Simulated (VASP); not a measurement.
# B16HN15 (a cell with a defect) in VASP: settings compared

B16HN15 (a cell with a defect) is run at these levels: PBE, LDA, r2SCAN; tasks: single point.

All numbers are computed with VASP 6.6.1; they aren't measurements. Logs are shortened: lines on timing, memory, paths and dates and some standing lists are left out, and cuts for length are marked.

### Step 1. The cell of the first run

The cell holds a defect, 32 atoms: a = 6.277 Å, b = 6.277 Å, c = 6.277 Å, α = 109.47°, β = 109.47°, γ = 109.47°.

### Step 2. Single point, PBE

File INCAR:

```
ALGO     = Normal         # electronic algorithm
EDIFF    = 1E-6           # SCF threshold, eV
ENCUT    = 520            # plane-wave cutoff, eV
GGA      = PE             # functional
GGA_COMPAT= F            
ISIF     = 2              # what is computed and relaxed
ISMEAR   = -1             # smearing method
LASPH    = T              # aspherical terms in the spheres
LCHARG   = F              # write CHGCAR
LREAL    = Auto         
LWAVE    = F              # write WAVECAR
NBANDS   = 84             # bands
NELECT   = 122.0        
NELM     = 120            # most SCF steps
PREC     = Accurate       # precision mode
SIGMA    = 0.01           # smearing width, eV
```

File KPOINTS:

```
k-points
0
Gamma
  1 1 1
```

File POSCAR:

```
B16HN15
1.0
   -3.6241103844      3.6241103844     -3.6241103844
    3.6241103844      3.6241103844      3.6241103844
    3.6241103844     -3.6241103844     -3.6241103844
B N H
16 15 1
Direct
    0.0033355233      0.0049532429      0.0034732261
   -0.0039304814      0.2500136955      0.7511894510
   -0.0039432138      0.5013287118      0.4998588086
    0.0033413245      0.7536293413      0.2548058797
    0.2483791589     -0.0013274238      0.7448886309
    0.2162170876      0.2500090434      0.4998523009
    0.2483850307      0.4950150488      0.2485230512
    0.2546703625      0.7536441730      0.0034817957
    0.4997227843     -0.0335594059      0.4998585152
    0.4997190540      0.2500176293      0.2165185660
    0.4997132240      0.5013264674     -0.0037858463
    0.4997211660      0.7463513800      0.7511837648
    0.7447387382     -0.0013200297      0.2485193987
    0.7510338770      0.2500084510     -0.0037888417
    0.7830162565      0.5333156277      0.7831490532
    0.7510438117      0.7463636230      0.4998542980
    0.0020485910      0.0018385469      0.2516899455
   -0.0002883830      0.2500056787     -0.0001444904
   -0.0026132106      0.4995126723      0.7493601845
   -0.0002904584      0.7500016786      0.4998515327
    0.2515493420      0.0018424182      0.0021872088
    0.2501932123      0.2499942203      0.7480088158
    0.2501898767      0.4981608130      0.4998468474
    0.2515559947      0.7523490486      0.2516976800
    0.4997110891      0.0004912729      0.7480079736
    0.4997151020      0.4981744018      0.2503368782
    0.4997171957      0.7500073235     -0.0001504104
    0.7478722091      0.0004956588      0.4998506079
    0.7478748913      0.2500020214      0.2503375637
    0.7492063673      0.4994976214     -0.0024930875
    0.7492269163      0.7476856325      0.7493582409
    0.5000554122      0.2504851617      0.4999019171
```

Potentials or basis: VASP PAW PBE potentials, release 64 (B, N, H).

On the command line:

```
$ cat potpaw_PBE.64/B/POTCAR potpaw_PBE.64/N/POTCAR potpaw_PBE.64/H/POTCAR > POTCAR
$ mpirun -np 1 vasp_gam > vasp.out
```

OUTCAR:

```text
EDIFF = 1E-6
   ENCUT = 520
   GGA = PE
   ISIF = 2
   ISMEAR = -1
   LASPH = T
   LREAL = Auto
   NELECT = 122.0
   NELM = 120
   PREC = Accurate

 ion  position               nearest neighbor table
   1  0.003  0.005  0.003-  18 1.55  21 1.57  17 1.57  31 1.60
   2  0.996  0.250  0.751-  18 1.55  19 1.57  28 1.57  22 1.60
   3  0.996  0.501  0.500-  20 1.55  19 1.57  29 1.57  23 1.60
   4  0.003  0.754  0.255-  20 1.55  24 1.57  17 1.57  30 1.60
   5  0.248  0.999  0.745-  20 1.55  22 1.57  25 1.57  21 1.60
   6  0.216  0.250  0.500-  23 1.50  17 1.50  22 1.50
   7  0.248  0.495  0.249-  18 1.55  26 1.57  23 1.57  24 1.60
   8  0.255  0.754  0.003-  27 1.55  21 1.57  24 1.57  19 1.60
   9  0.500  0.966  0.500-  28 1.50  25 1.50  24 1.50
  10  0.500  0.250  0.217-  26 1.50  29 1.50  21 1.50
  11  0.500  0.501  0.996-  27 1.55  30 1.57  22 1.57  26 1.60
  12  0.500  0.746  0.751-  27 1.55  31 1.57  23 1.57  25 1.60
  13  0.745  0.999  0.249-  27 1.55  29 1.57  28 1.57  17 1.60
  14  0.751  0.250  0.996-  18 1.55  30 1.57  25 1.57  29 1.60
  15  0.783  0.533  0.783-  31 1.50  19 1.50  30 1.50
  16  0.751  0.746  0.500-  20 1.55  31 1.57  26 1.57  28 1.60
  17  0.002  0.002  0.252-   6 1.50   4 1.57   1 1.57  13 1.60
  18  1.000  0.250  1.000-   7 1.55   2 1.55  14 1.55   1 1.55
  19  0.997  0.500  0.749-  15 1.50   3 1.57   2 1.57   8 1.60
  20  1.000  0.750  0.500-  16 1.55   3 1.55   5 1.55   4 1.55
  21  0.252  0.002  0.002-  10 1.50   8 1.57   1 1.57   5 1.60
[... 8 lines left out ...]
  30  0.749  0.499  0.998-  15 1.50  14 1.57  11 1.57   4 1.60
  31  0.749  0.748  0.749-  15 1.50  16 1.57  12 1.57   1 1.60
  32  0.500  0.250  0.500-

  LATTYP: Found a body centered cubic cell.
 ALAT       =     7.2482207688

  Lattice vectors:

 A1 = (  -3.6241103844,   3.6241103844,  -3.6241103844)
 A2 = (   3.6241103844,   3.6241103844,   3.6241103844)
 A3 = (   3.6241103844,  -3.6241103844,  -3.6241103844)

Analysis of symmetry for initial positions (statically):
=====================================================================
 Subroutine PRICEL returns:
 Original cell was already a primitive cell.

 Routine SETGRP: Setting up the symmetry group for a
 body centered cubic supercell.

 Subroutine GETGRP returns: Found  1 space group operations
 (whereof  1 operations were pure point group operations)
 out of a pool of 48 trial point group operations.

The static configuration has the point symmetry C_1 .

Analysis of symmetry for dynamics (positions and initial velocities):
=====================================================================
 Subroutine PRICEL returns:
 Original cell was already a primitive cell.

 Routine SETGRP: Setting up the symmetry group for a
 body centered cubic supercell.

 Subroutine GETGRP returns: Found  1 space group operations
 (whereof  1 operations were pure point group operations)
 out of a pool of 48 trial point group operations.

The dynamic configuration has the point symmetry C_1 .

 Subroutine INISYM returns: Found  1 space group operations
 (whereof  1 operations are pure point group operations),
 and found     1 'primitive' translations

----------------------------------------------------------------------------------------

                                     Primitive cell

  volume of cell :     190.3988

  direct lattice vectors                    reciprocal lattice vectors
    -3.624110384  3.624110384 -3.624110384     0.000000000  0.137964893 -0.137964893
     3.624110384  3.624110384  3.624110384     0.137964893  0.137964893  0.000000000
     3.624110384 -3.624110384 -3.624110384     0.137964893  0.000000000 -0.137964893

  length of vectors
     6.277143318  6.277143318  6.277143318     0.195111822  0.195111822  0.195111822

  position of ions in fractional coordinates (direct lattice)
     0.003335523  0.004953243  0.003473226
     0.996069519  0.250013696  0.751189451
     0.996056786  0.501328712  0.499858809
     0.003341324  0.753629341  0.254805880
     0.248379159  0.998672576  0.744888631
     0.216217088  0.250009043  0.499852301
[... 24 lines left out ...]
     0.749226916  0.747685633  0.749358241
     0.500055412  0.250485162  0.499901917

  ion indices of the primitive-cell ions
   primitive index   ion index
                 1           1
                 2           2
                 3           3
                 4           4
                 5           5
                 6           6
[... 24 lines left out ...]
                31          31
                32          32

----------------------------------------------------------------------------------------

 KPOINTS: k-points

Automatic generation of k-mesh.
 Grid dimensions read from file:
 generate k-points for:    1    1    1

 Generating k-lattice:

  Cartesian coordinates                     Fractional coordinates (reciprocal lattice)
     0.000000000  0.137964893 -0.137964893     1.000000000  0.000000000  0.000000000
     0.137964893  0.137964893  0.000000000     0.000000000  1.000000000  0.000000000
     0.137964893  0.000000000 -0.137964893     0.000000000  0.000000000  1.000000000

  Length of vectors
     0.195111822  0.195111822  0.195111822

  Shift w.r.t. Gamma in fractional coordinates (k-lattice)
     0.000000000  0.000000000  0.000000000

 Subroutine IBZKPT returns following result:
 ===========================================

 Found      1 irreducible k-points:

 Following reciprocal coordinates:
            Coordinates               Weight
  0.000000  0.000000  0.000000      1.000000
   k-points           NKPTS =      1   k-points in BZ     NKDIM =      1   number of bands    NBANDS=     84
   number of dos      NEDOS =    301   number of ions     NIONS =     32
   total plane-waves  NPLWV = 110592
   dimension x,y,z NGX =    48 NGY =   48 NGZ =   48
   dimension x,y,z NGXF=    96 NGYF=   96 NGZF=   96
   ions per type =              16  15   1
   NGX,Y,Z   is equivalent  to a cutoff of  12.71, 12.71, 12.71 a.u.
   NGXF,Y,Z  is equivalent  to a cutoff of  25.42, 25.42, 25.42 a.u.
 SYSTEM =  unknown system
   PREC   = accura    normal or accurate (medium, high low for compatibility)
   ISTART =      0    job   : 0-new  1-cont  2-samecut
   ICHARG =      2    charge: 1-file 2-atom 10-const
   ISPIN  =      1    spin polarized calculation?
   LNONCOLLINEAR =      F non collinear calculations
   LSORBIT =      F    spin-orbit coupling
   LASPH  =      T    aspherical Exc in radial PAW
   ENCUT  =  520.0 eV  38.22 Ry    6.18 a.u.  11.67 11.67 11.67*2*pi/ulx,y,z
   NELM   =    120;   NELMIN=  2; NELMDL= -5     # of ELM steps
   EDIFF  = 0.1E-05   stopping-criterion for ELM
   LREAL  =      T    real-space projection
   EDIFFG = 0.1E-04   stopping-criterion for IOM
   NSW    =      0    number of steps for IOM
   IBRION =     -1    ionic relax: 0-MD 1-quasi-New 2-CG
   NFREE  =      0    steps in history (QN), initial steepest desc. (CG)
   ISIF   =      2    stress and relaxation
   ISYM   =      2    0-nonsym 1-usesym 2-fastsym
   POTIM  = 0.5000    time-step for ionic-motion
   TEBEG  =    0.0;   TEEND  =   0.0 temperature during run
   PSTRESS=    0.0 pullay stress
   NELECT =     122.0000    total number of electrons
   NUPDOWN=      -1.0000    fix difference up-down
   EMIN   =  10.00;   EMAX   =-10.00  energy-range for DOS
   EFERMI =   0.00;   METHOD = LEGACY
   ISMEAR =    -1;   SIGMA  =   0.01  broadening in eV -4-tet -1-fermi 0-gaus
   EFERMI_NEDOS =   21; number of points for ismear=-14 and -15
   IALGO  =     38    algorithm
   IMIX   =      4    mixing-type and parameters
     AMIX     =   0.40;   BMIX     =  1.00
     AMIX_MAG =   1.60;   BMIX_MAG =  1.00
  volume/ion in A,a.u.               =       5.95        40.15
  Fermi-wavevector in a.u.,A,eV,Ry     =   1.411367  2.667097 27.102226  1.991957
  Thomas-Fermi vector in A             =   2.533226
   LORBIT       =      0    0 simple, 1 ext, 2 COOP (PROOUT), +10 PAW based schemes
   GGA     = PE    functional components
   LHFCALC =     F    Hartree Fock is set to
   AEXX    =    0.0000 exact exchange contribution
   IVDW    =     0    specifies the selected vdW correction
   LEPSILON=     F    determine dielectric tensor
   LRPA    =     F    only Hartree local field effects (RPA)
 non-spin polarized calculation
  energy-cutoff  :      520.00
  volume of cell :      190.40
 maximum number of plane-waves:      2545
 NGX is ok and might be reduce to    48
   NGX = 23   NGY = 23   NGZ = 23

 number of electron     122.0000028 magnetization

 Free energy of the ion-electron system (eV)
  ---------------------------------------------------
  ext. energy  EPLUGINS =         0.00000000
  ---------------------------------------------------
  free energy    TOTEN  =      -285.33166478 eV

  energy without entropy =     -285.33166478  energy(sigma->0) =     -285.33166478

 E-fermi :   6.6446     XC(G=0): -12.5392

 val. band max:        6.3919933549   @ k =   0.0000   0.0000   0.0000
 cond. band min:      11.1587200919   @ k =   0.0000   0.0000   0.0000
 fundamental gap:      4.7667267369
 Fermi energy:         6.6445889472

 k-point     1 :       0.0000    0.0000    0.0000
  band No.  band energies     occupation
      1     -12.9732      2.00000
      2      -9.6796      2.00000
      3      -9.6785      2.00000
      4      -9.6776      2.00000
      5      -9.5274      2.00000
      6      -9.5268      2.00000
[... 65 lines left out ...]
     72      16.4501      0.00000
     73      16.4502      0.00000
 [bands above 73 left out]

------------------------ aborting loop because EDIFF is reached ----------------------------------------

  FORCE on cell =-STRESS in cart. coord.  units (eV):
  Direction    XX          YY          ZZ          XY          YZ          ZX
  --------------------------------------------------------------------------------------
  -------------------------------------------------------------------------------------
  Total      -19.0738546    -19.0735245    -19.0749259      0.0021146      0.0079881      0.0302487
  in kB     -160.5036112   -160.5008336   -160.5126262      0.0177939      0.0672184      0.2545383
  external PRESSURE =    -160.5056903 kB  Pullay stress =       0.0000000 kB

 VOLUME and BASIS-vectors are now :
 -----------------------------------------------------------------------------
  energy-cutoff  :      520.00
  volume of cell :      190.40
      direct lattice vectors                 reciprocal lattice vectors
    -3.624110384  3.624110384 -3.624110384     0.000000000  0.137964893 -0.137964893
     3.624110384  3.624110384  3.624110384     0.137964893  0.137964893  0.000000000
     3.624110384 -3.624110384 -3.624110384     0.137964893  0.000000000 -0.137964893

 POSITION                                       TOTAL-FORCE (eV/Angst)
 -----------------------------------------------------------------------------------
      0.01845      0.01745     -0.00672         0.086334      0.086841     -0.064486
      0.01860      1.79355     -5.42618         0.085621     -0.085737      0.062725
      0.01859      3.61515     -3.60449         0.084434     -0.060968      0.086282
      3.64257      1.81990      1.79568         0.086658      0.063338     -0.085900
      5.41870      1.81989      0.01959        -0.086185      0.063291      0.085970
      1.93399     -0.12186     -1.68905        -0.078951      0.079491     -0.078832
[... 24 lines left out ...]
      2.71017      2.70922     -2.72134        -0.104254     -0.104912      0.167276
      0.90723      0.90834     -2.71617        -0.000430     -0.002716     -0.000212
 -----------------------------------------------------------------------------------
    total drift:                               -0.000430      0.000858     -0.004158

  FREE ENERGIE OF THE ION-ELECTRON SYSTEM (eV)
  ---------------------------------------------------
  free  energy   TOTEN  =      -285.3316647813 eV

  energy  without entropy=     -285.3316647813  energy(sigma->0) =     -285.33166478
```

It took 20 s on 1 thread of Intel Xeon 6975P-C (Granite Rapids), shared host; peak memory 0.31 GiB.

Results:

* Free energy: -285.3317 eV
* Largest force: 0.225 eV/Å

Forces in eV/Å, atoms in the order of the input:
```
B    0.086  0.087 -0.064
B    0.086 -0.086  0.063
B    0.084 -0.061  0.086
B    0.087  0.063 -0.086
B   -0.086  0.063  0.086
B   -0.079  0.079 -0.079
B   -0.086 -0.085 -0.061
B    0.063  0.086 -0.086
B    0.080  0.081  0.081
B    0.077 -0.077 -0.078
B   -0.063  0.086  0.086
B   -0.062 -0.086 -0.085
B    0.062 -0.086  0.086
B   -0.086  0.086  0.061
B   -0.078 -0.077  0.077
B   -0.087 -0.063 -0.086
N   -0.167  0.105 -0.103
N    0.000  0.000  0.001
N   -0.167 -0.104  0.105
N    0.000  0.000  0.001
N    0.105 -0.169 -0.104
N   -0.104  0.107 -0.168
N   -0.103  0.166 -0.105
N    0.102  0.104  0.166
N    0.167  0.105  0.104
N    0.167 -0.104 -0.105
N    0.000 -0.001  0.000
N    0.104  0.165  0.103
N    0.106 -0.104 -0.168
N   -0.104 -0.169  0.105
N   -0.104 -0.105  0.167
H    0.000 -0.003  0.000
```

Levels at points of the mesh, in eV from the Fermi level:
```
           k point  band 57  band 58  band 59  band 60  band 61  band 62  band 63  band 64  band 65  band 66
(0.00, 0.00, 0.00)    -1.55    -1.55    -0.25    -0.25    -0.25     4.51     5.11     5.11     5.11     5.35
```

Caveat: the k points lie up to 1.23 Å⁻¹ apart; the cell carries a net charge on a neutralising background, which shifts energy and pressure; the cell is charged against a uniform background, so pressure and absolute levels hang on convention.

(Continued in part 2 of 3.)
